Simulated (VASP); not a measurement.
Ga: single point with LDA

Crystal: Ga.

```xyz
4
Lattice="2.2086 -3.7455 -0.2485 2.2086 3.7455 -0.2485 -0.4994 0.0000 3.7732" Properties=species:S:1:pos:R:3 pbc="T T T"
Ga    2.1664    2.5768    0.0704
Ga    2.0011   -1.1687    1.3193
Ga    1.7514   -2.5768    3.2059
Ga    1.9167    1.1687    1.9570
```

This cell differs from its parent crystal: engineering shear strain xz -0.2250, normal strain along z -0.1500.

```
Program             : VASP 6.6.1
Task                : single point
Functional          : LDA
Potentials or basis : VASP PAW LDA potentials, release 64 (Ga_d)
Cutoff              : 520 eV
k mesh              : 10 × 10 × 10
Occupations         : gaussian, width 0.15 eV
Spin                : no spin polarisation
```

```yaml
Pressure: 25.0 GPa
Largest_force: 2.024 eV/Å
Band_gap_on_the_k_mesh: zero (bands 26 and 27 overlap by 3.61 eV)
```

Forces in eV/Å, atoms in the order of the input:
```
Ga  -1.373  1.320 -0.686
Ga   1.373  1.320  0.686
Ga   1.373 -1.320  0.686
Ga  -1.373 -1.320 -0.686
```

Stress tensor (GPa, compression positive):
```
31.13  0.00 10.78
 0.00 15.42  0.00
10.78  0.00 28.59
```

Levels at points of the mesh, in eV from the Fermi level:
```tsv
k point	band 24	band 25	band 26	band 27	band 28	band 29
(0.00, 0.00, 0.00)	-2.68	-2.59	-2.21	-0.27	0.39	0.81
(0.50, 0.00, 0.00)	-4.18	-1.99	0.53	1.78	4.52	4.76
(0.50, 0.50, 0.00)	-4.49	-0.66	0.26	1.77	2.04	2.97
(0.00, 0.00, 0.50)	-2.67	-0.83	-0.83	1.58	1.58	1.71
(0.50, 0.00, 0.50)	-6.38	-3.28	-1.39	-0.74	1.19	5.25
(0.50, 0.50, 0.50)	-6.33	-3.35	-3.35	0.51	0.51	6.85
```

Run time: 13 min on 1 thread of Oxide Virtual Turin-like Processor (shared host), peak memory 0.43 GiB.

Caveat: the cell differs from its parent crystal (engineering shear strain xz -0.2250, normal strain along z -0.1500); the stress differs along the axes, from 15 to 31 GPa; forces of over 1 eV/Å act on the atoms, so gaps and moduli don't describe the material at rest.
